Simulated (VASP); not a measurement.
Write the native input for VASP 6.6.1 that does the following.

* Task: relaxation of cell and atoms
* Functional: PBEsol
* Potentials or basis: VASP PAW PBE potentials, release 64 (Ca_sv, Si, H)
* Cutoff: 600 eV
* k mesh: 4 × 4 × 4
* Occupations: fermi-dirac, width 0.03 eV
* Spin: no spin polarisation
* Dipole correction: no
* Further INCAR settings: ALGO = Normal; EDIFF = 1e-06; IBRION = 2; EDIFFG = -0.01; NSW = 100; ISIF = 3

The structure of CaSiH6 lies in POSCAR:

```
CaSiH6
1.0
    3.5896112900      2.0724630400      2.3291176900
   -3.5896112900      2.0724630400      2.3291176900
    0.0000000000     -4.1449260900      2.3291176900
Ca Si H
1 1 6
Direct
    0.0000000000      0.0000000000      0.0000000000
    0.5000000000      0.5000000000      0.5000000000
    0.5829775400      0.2642506400      0.2194230800
    0.2642506400      0.2194230800      0.5829775400
    0.7805769200      0.4170224600      0.7357493600
    0.7357493600      0.7805769200      0.4170224600
    0.4170224600      0.7357493600      0.7805769200
    0.2194230800      0.5829775400      0.2642506400
```

The input as run:

INCAR

```
SYSTEM = CaSiH6
PREC = Accurate ; ENCUT = 600
EDIFF = 1E-6 ; ISMEAR = -1
SIGMA = 0.03 ; LREAL = .FALSE.
LASPH = .TRUE. ; NELM = 100
ALGO = Normal ; ISIF = 3
LWAVE = .FALSE. ; LCHARG = .FALSE.
GGA = PS ; IBRION = 2
NSW = 100 ; EDIFFG = -0.01
```

KPOINTS

```
regular mesh
0
G
  4 4 4
  0 0 0
```

Potentials or basis: VASP PAW PBE potentials, release 64 (Ca_sv, Si, H).

The run is started by

```bash
$ cat potpaw_PBE.64/Ca_sv/POTCAR potpaw_PBE.64/Si/POTCAR potpaw_PBE.64/H/POTCAR > POTCAR
$ mpirun -np 1 vasp_std > vasp.out
```

It gave:

```
Relaxed volume                        : 8.20 Å³/atom
Relaxed cell                          : a = 4.094 Å, b = 4.094 Å, c = 4.094 Å, α = 99.22°, β = 99.22°, γ = 99.22°
Space group after relaxing (to 0.1 Å) : R-3 (No. 148)
Energy gained by relaxing             : 233.8 meV/atom
Ionic steps                           : 38
Pressure after relaxing               : 0.0 GPa
Largest force after relaxing          : 0.006 eV/Å
Band gap on the k mesh                : 1.56 eV (least direct gap 3.26 eV)
```

Caveat: the volume moved by over 15 % at a fixed basis, so the end points are rough; the PAW data sets were made with another functional, which shifts forces and pressure a little.

Run time: 13 min on 1 thread of Oxide Virtual Turin-like Processor, on a shared host, peak memory 0.23 GiB.
